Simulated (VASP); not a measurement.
# W (Fm-3m) in VASP: a series of runs

Runs on W. Level: r2SCAN. Tasks: single point.

All numbers are computed with VASP 6.6.1; they aren't measurements. Logs are shortened: lines on timing, memory, paths and dates and some standing lists are left out, and cuts for length are marked.

## Step 1: The cell of the first run

Symmetry: Fm-3m, No. 225, cubic system. Conventional cell: a = 4.113 Å, b = 4.113 Å, c = 4.113 Å, α = 90.00°, β = 90.00°, γ = 90.00°. Within 3.8 Å of W (site symmetry m-3m) lie 12 W at 2.91 Å.

## Step 2: Single point, r2SCAN

File POSCAR:

```
W
1.0
    0.0000000000      2.0567135898      2.0567135898
    2.0567135898      0.0000000000      2.0567135898
    2.0567135898      2.0567135898      0.0000000000
W
1
Direct
    0.0000000000      0.0000000000      0.0000000000
```

File INCAR.step1:

```
PREC     = Accurate       # precision mode
ENCUT    = 520            # plane-wave cutoff, eV
ISMEAR   = 1              # smearing method
SIGMA    = 0.1            # smearing width, eV
LREAL    = False          # projectors in reciprocal space
LASPH    = True           # aspherical terms in the spheres
NELM     = 80             # most SCF steps
NBANDS   = 13             # bands
GGA      = PE             # functional
ALGO     = Normal         # electronic algorithm
EDIFF    = 1E-4           # SCF threshold, eV
LWAVE    = True           # write WAVECAR
LCHARG   = False          # write CHGCAR
```

File INCAR.step2:

```
PREC     = Accurate       # precision mode
ENCUT    = 520            # plane-wave cutoff, eV
EDIFF    = 1E-7           # SCF threshold, eV
ISMEAR   = 1              # smearing method
SIGMA    = 0.1            # smearing width, eV
LREAL    = False          # projectors in reciprocal space
LASPH    = True           # aspherical terms in the spheres
NELM     = 80             # most SCF steps
ALGO     = Normal         # electronic algorithm
ISIF     = 2              # what is computed and relaxed
LWAVE    = False          # write WAVECAR
LCHARG   = False          # write CHGCAR
METAGGA  = R2SCAN         # meta-GGA
LMIXTAU  = True         
NBANDS   = 13             # bands
ISTART   = 1
```

File KPOINTS:

```
Automatic mesh
0
Gamma
  10 10 10
```

Potentials or basis: VASP PAW PBE potentials, release 64 (W_sv).

Launch:

```sh
cat potpaw_PBE.64/W_sv/POTCAR > POTCAR
cp INCAR.step1 INCAR
mpirun -np 1 vasp_std > vasp.out
cp INCAR.step2 INCAR
mpirun -np 1 vasp_std > vasp.out
```

OUTCAR:

```text
PREC = Accurate
   ENCUT = 520
   EDIFF = 1E-7
   ISMEAR = 1
   LREAL = False
   LASPH = True
   NELM = 80
   ISIF = 2
   METAGGA = R2SCAN
   ISTART = 1

 ion  position               nearest neighbor table
   1  0.000  0.000  0.000-

  LATTYP: Found a face centered cubic cell.
 ALAT       =     4.1134271796

  Lattice vectors:

 A1 = (   0.0000000000,   2.0567135898,   2.0567135898)
 A2 = (   2.0567135898,   0.0000000000,   2.0567135898)
 A3 = (   2.0567135898,   2.0567135898,   0.0000000000)

Analysis of symmetry for initial positions (statically):
=====================================================================
 Subroutine PRICEL returns:
 Original cell was already a primitive cell.

 Routine SETGRP: Setting up the symmetry group for a
 face centered cubic supercell.

 Subroutine GETGRP returns: Found 48 space group operations
 (whereof 48 operations were pure point group operations)
 out of a pool of 48 trial point group operations.

The static configuration has the point symmetry O_h .

Analysis of symmetry for dynamics (positions and initial velocities):
=====================================================================
 Subroutine PRICEL returns:
 Original cell was already a primitive cell.

 Routine SETGRP: Setting up the symmetry group for a
 face centered cubic supercell.

 Subroutine GETGRP returns: Found 48 space group operations
 (whereof 48 operations were pure point group operations)
 out of a pool of 48 trial point group operations.

The dynamic configuration has the point symmetry O_h .

 Subroutine INISYM returns: Found 48 space group operations
 (whereof 48 operations are pure point group operations),
 and found     1 'primitive' translations

----------------------------------------------------------------------------------------

                                     Primitive cell

  volume of cell :      17.4001

  direct lattice vectors                    reciprocal lattice vectors
     0.000000000  2.056713590  2.056713590    -0.243106285  0.243106285  0.243106285
     2.056713590  0.000000000  2.056713590     0.243106285 -0.243106285  0.243106285
     2.056713590  2.056713590  0.000000000     0.243106285  0.243106285 -0.243106285

  length of vectors
     2.908632253  2.908632253  2.908632253     0.421072437  0.421072437  0.421072437

  position of ions in fractional coordinates (direct lattice)
     0.000000000  0.000000000  0.000000000

  ion indices of the primitive-cell ions
[... 77 lines left out ...]
   NSW    =      0    number of steps for IOM
   IBRION =     -1    ionic relax: 0-MD 1-quasi-New 2-CG
   NFREE  =      0    steps in history (QN), initial steepest desc. (CG)
   ISIF   =      2    stress and relaxation
   ISYM   =      2    0-nonsym 1-usesym 2-fastsym
   POTIM  = 0.5000    time-step for ionic-motion
   TEBEG  =    0.0;   TEEND  =   0.0 temperature during run
   PSTRESS=    0.0 pullay stress
   NELECT =      14.0000    total number of electrons
   NUPDOWN=      -1.0000    fix difference up-down
   EMIN   =  10.00;   EMAX   =-10.00  energy-range for DOS
   EFERMI =   0.00;   METHOD = LEGACY
   ISMEAR =     1;   SIGMA  =   0.10  broadening in eV -4-tet -1-fermi 0-gaus
   EFERMI_NEDOS =   21; number of points for ismear=-14 and -15
   IALGO  =     38    algorithm
   IMIX   =      4    mixing-type and parameters
     AMIX     =   0.40;   BMIX     =  1.00
     AMIX_MAG =   1.60;   BMIX_MAG =  1.00
  volume/ion in A,a.u.               =      17.40       117.42
  Fermi-wavevector in a.u.,A,eV,Ry     =   1.522651  2.877393 31.544644  2.318466
  Thomas-Fermi vector in A             =   2.631201
   LORBIT       =      0    0 simple, 1 ext, 2 COOP (PROOUT), +10 PAW based schemes
   METAGGA = R2SCAN    functional components
   LHFCALC =     F    Hartree Fock is set to
   AEXX    =    0.0000 exact exchange contribution
   IVDW    =     0    specifies the selected vdW correction
   LEPSILON=     F    determine dielectric tensor
   LRPA    =     F    only Hartree local field effects (RPA)
 non-spin polarized calculation
 Methfessel and Paxton  Order N= 1 SIGMA  =   0.10
  energy-cutoff  :      520.00
  volume of cell :       17.40
 maximum number of plane-waves:       495
 NGX is ok and might be reduce to    24
   NGX = 11   NGY = 11   NGZ = 11

 number of electron      13.9999999 magnetization

 Free energy of the ion-electron system (eV)
  ---------------------------------------------------
  ext. energy  EPLUGINS =         0.00000000
  ---------------------------------------------------
  free energy    TOTEN  =       -50.72792415 eV

  energy without entropy =      -50.72689868  energy(sigma->0) =      -50.72758233

 E-fermi :   9.5076     XC(G=0): -14.3661

 val. band max:        9.5073808256   @ k =   0.2000   0.0000   0.0000
 cond. band min:       9.5081078031   @ k =   0.4000   0.1000   0.0000
 fundamental gap:      0.0007269776
 Fermi energy:         9.5075562684

 k-point     1 :       0.0000    0.0000    0.0000
  band No.  band energies     occupation
      1     -66.2057      2.00000
      2     -29.2096      2.00000
      3     -29.2096      2.00000
      4     -29.2096      2.00000
      5       0.3866      2.00000
      6       9.0299      2.00000
      7       9.0299      2.00000
      8       9.0299      2.00000
      9      12.1522      0.00000
     10      12.1522      0.00000
     11      22.8471      0.00000
     12      28.2214      0.00000
     13      28.2214      0.00000
[... 354 lines left out ...]
  band No.  band energies     occupation
      1     -66.1075      2.00000
      2     -29.9759      2.00000
      3     -29.5209      2.00000
      4     -29.4885      2.00000
      5       4.6037      2.00000
      6       5.9090      2.00000
      7       9.3315      2.03198
      8      12.2264      0.00000
      9      13.5502      0.00000
     10      14.2774      0.00000
     11      23.1318      0.00000
     12      25.0285      0.00000
     13      26.4962      0.00000

 [... further k-points ...]
[... 5 lines left out ...]
  --------------------------------------------------------------------------------------
  -------------------------------------------------------------------------------------
  Total       -1.8661504     -1.8661504     -1.8661504      0.0000000      0.0000000      0.0000000
  in kB     -171.8326850   -171.8326850   -171.8326850      0.0000000      0.0000000      0.0000000
  external PRESSURE =    -171.8326850 kB  Pullay stress =       0.0000000 kB

 VOLUME and BASIS-vectors are now :
 -----------------------------------------------------------------------------
  energy-cutoff  :      520.00
  volume of cell :       17.40
      direct lattice vectors                 reciprocal lattice vectors
     0.000000000  2.056713590  2.056713590    -0.243106285  0.243106285  0.243106285
     2.056713590  0.000000000  2.056713590     0.243106285 -0.243106285  0.243106285
     2.056713590  2.056713590  0.000000000     0.243106285  0.243106285 -0.243106285

 POSITION                                       TOTAL-FORCE (eV/Angst)
 -----------------------------------------------------------------------------------
      0.00000      0.00000      0.00000         0.000000      0.000000      0.000000
 -----------------------------------------------------------------------------------
    total drift:                               -0.000000      0.000000     -0.000000

  FREE ENERGIE OF THE ION-ELECTRON SYSTEM (eV)
  ---------------------------------------------------
  free  energy   TOTEN  =       -50.7279241475 eV

  energy  without entropy=      -50.7268986850  energy(sigma->0) =      -50.72758233
```

It took 34 s on 1 thread of AMD EPYC 9R45 (Zen 5), shared host; peak memory 0.12 GiB.

Results:

- Free energy: -50.7279 eV
- Pressure: -17.2 GPa
- Band gap on the k mesh: zero (band 7 reaches 12.25 eV, above the bottom of band 8 at 9.03 eV)

Caveat: the PAW data sets were made with another functional, which shifts forces and pressure a little; spin-orbit coupling is left out, which moves the levels of the heavy elements.

## Step 3: Single point, r2SCAN

This run uses another cell than the first one, of 17.90 Å³/atom, 1.029 times its volume.

File POSCAR:

```
W
1.0
    0.0000000000      2.0763025172      2.0763025172
    2.0763025172      0.0000000000      2.0763025172
    2.0763025172      2.0763025172      0.0000000000
W
1
Direct
    0.0000000000      0.0000000000      0.0000000000
```

File INCAR.step1:

```
ALGO = Normal
EDIFF = 1E-4
ENCUT = 520
GGA = PE
ISMEAR = 1
LASPH = True
LCHARG = False
LREAL = False
LWAVE = True
NBANDS = 13
NELM = 60
PREC = Accurate
SIGMA = 0.1
```

File INCAR.step2:

```
ALGO = Normal
EDIFF = 1E-7
ENCUT = 520
ISIF = 2
ISMEAR = 1
ISTART = 1
LASPH = True
LCHARG = False
LMIXTAU = True
LREAL = False
LWAVE = False
METAGGA = R2SCAN
NBANDS = 13
NELM = 60
PREC = Accurate
SIGMA = 0.1
```

File KPOINTS:

```
k-points
0
Gamma
  10 10 10
```

Potentials or basis: VASP PAW PBE potentials, release 64 (W_sv).

Launch:

```sh
cat potpaw_PBE.64/W_sv/POTCAR > POTCAR
cp INCAR.step1 INCAR
mpirun -np 1 vasp_std > vasp.out
cp INCAR.step2 INCAR
mpirun -np 1 vasp_std > vasp.out
```

OUTCAR:

```text
EDIFF = 1E-7
   ENCUT = 520
   ISIF = 2
   ISMEAR = 1
   ISTART = 1
   LASPH = True
   LREAL = False
   METAGGA = R2SCAN
   NELM = 60
   PREC = Accurate

 ion  position               nearest neighbor table
   1  0.000  0.000  0.000-

  LATTYP: Found a face centered cubic cell.
 ALAT       =     4.1526050344

  Lattice vectors:

 A1 = (   0.0000000000,   2.0763025172,   2.0763025172)
 A2 = (   2.0763025172,   0.0000000000,   2.0763025172)
 A3 = (   2.0763025172,   2.0763025172,   0.0000000000)

Analysis of symmetry for initial positions (statically):
=====================================================================
 Subroutine PRICEL returns:
 Original cell was already a primitive cell.

 Routine SETGRP: Setting up the symmetry group for a
 face centered cubic supercell.

 Subroutine GETGRP returns: Found 48 space group operations
 (whereof 48 operations were pure point group operations)
 out of a pool of 48 trial point group operations.

The static configuration has the point symmetry O_h .

Analysis of symmetry for dynamics (positions and initial velocities):
=====================================================================
 Subroutine PRICEL returns:
 Original cell was already a primitive cell.

 Routine SETGRP: Setting up the symmetry group for a
[... 161 lines left out ...]
  band No.  band energies     occupation
      1     -66.6371      2.00000
      2     -29.6698      2.00000
      3     -29.6698      2.00000
      4     -29.6698      2.00000
      5       0.1727      2.00000
      6       8.6905      2.00000
      7       8.6905      2.00000
      8       8.6905      2.00000
      9      11.6920      0.00000
     10      11.6920      0.00000
     11      22.4406      0.00000
     12      27.6721      0.00000
     13      27.6721      0.00000
[... 354 lines left out ...]
  band No.  band energies     occupation
      1     -66.5509      2.00000
      2     -30.3644      2.00000
      3     -29.9526      2.00000
      4     -29.9234      2.00000
      5       4.3623      2.00000
      6       5.6823      2.00000
      7       8.9429      2.01568
      8      11.7668      0.00000
      9      13.0319      0.00000
     10      13.7256      0.00000
     11      22.4043      0.00000
     12      24.3020      0.00000
     13      25.7030      0.00000

 [... further k-points ...]
[... 5 lines left out ...]
  --------------------------------------------------------------------------------------
  -------------------------------------------------------------------------------------
  Total       -2.6005859     -2.6005859     -2.6005859     -0.0000000     -0.0000000      0.0000000
  in kB     -232.7447543   -232.7447543   -232.7447543     -0.0000000     -0.0000000      0.0000000
  external PRESSURE =    -232.7447543 kB  Pullay stress =       0.0000000 kB

 VOLUME and BASIS-vectors are now :
 -----------------------------------------------------------------------------
  energy-cutoff  :      520.00
  volume of cell :       17.90
      direct lattice vectors                 reciprocal lattice vectors
     0.000000000  2.076302517  2.076302517    -0.240812693  0.240812693  0.240812693
     2.076302517  0.000000000  2.076302517     0.240812693 -0.240812693  0.240812693
     2.076302517  2.076302517  0.000000000     0.240812693  0.240812693 -0.240812693

 POSITION                                       TOTAL-FORCE (eV/Angst)
 -----------------------------------------------------------------------------------
      0.00000      0.00000      0.00000         0.000000      0.000000      0.000000
 -----------------------------------------------------------------------------------
    total drift:                               -0.000000      0.000000      0.000000

  FREE ENERGIE OF THE ION-ELECTRON SYSTEM (eV)
  ---------------------------------------------------
  free  energy   TOTEN  =       -50.6644843860 eV

  energy  without entropy=      -50.6635000925  energy(sigma->0) =      -50.66415629
```

Run time: 34 s. Hardware: 1 thread of AMD EPYC 9R45 (Zen 5), shared host; peak memory 0.11 GiB.

What came out:

- Free energy: -50.6645 eV
- Pressure: -23.3 GPa
- Band gap on the k mesh: zero (band 7 reaches 11.75 eV, above the bottom of band 8 at 8.69 eV)

Caveat: the PAW data sets were made with another functional, which shifts forces and pressure a little; spin-orbit coupling is left out, which moves the levels of the heavy elements.
